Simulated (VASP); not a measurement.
Wanted: the native input for a VASP 6.6.1 run.

- Task: single point
- Functional: PBE
- Potentials or basis: VASP PAW PBE potentials, release 64 (Ta_pv, N)
- Cutoff: 520 eV
- k mesh: 11 × 11 × 10
- Occupations: methfessel-paxton, width 0.15 eV
- Spin: no spin polarisation
- Dipole correction: no
- Further INCAR settings: ALGO = Normal; EDIFF = 1e-06; NBANDS = 15

The structure of TaN lies in POSCAR:

```
TaN
1.0
    2.9380000000      0.0000000000      0.0000000000
   -1.4690000000      2.5443826363      0.0000000000
    0.0000000000      0.0000000000      2.8830000000
Ta N
1 1
Direct
    0.3333330000      0.6666670000      0.5000000000
    0.0000000000      0.0000000000      0.0000000000
```

The input as run:

INCAR

```
ALGO = Normal
EDIFF = 1E-6
ENCUT = 520
GGA = PE
ISIF = 2
ISMEAR = 1
LASPH = True
LCHARG = False
LREAL = False
LWAVE = False
NBANDS = 15
NELM = 80
PREC = Accurate
SIGMA = 0.15
```

KPOINTS

```
k-points
0
Gamma
  11 11 10
```

Potentials or basis: VASP PAW PBE potentials, release 64 (Ta_pv, N).

The run is started by

```console
$ cat potpaw_PBE.64/Ta_pv/POTCAR potpaw_PBE.64/N/POTCAR > POTCAR
$ mpirun -np 1 vasp_std > vasp.out
```

Results of the run:

- Pressure: 5.4 GPa
- Band gap on the k mesh: zero (band 8 reaches 8.67 eV, above the bottom of band 9 at 8.17 eV)

Caveat: spin-orbit coupling is left out, which moves the levels of the heavy elements.

Wall time 30 s on 1 thread of Intel Xeon 8259CL, on a shared host, peak memory 0.16 GiB.
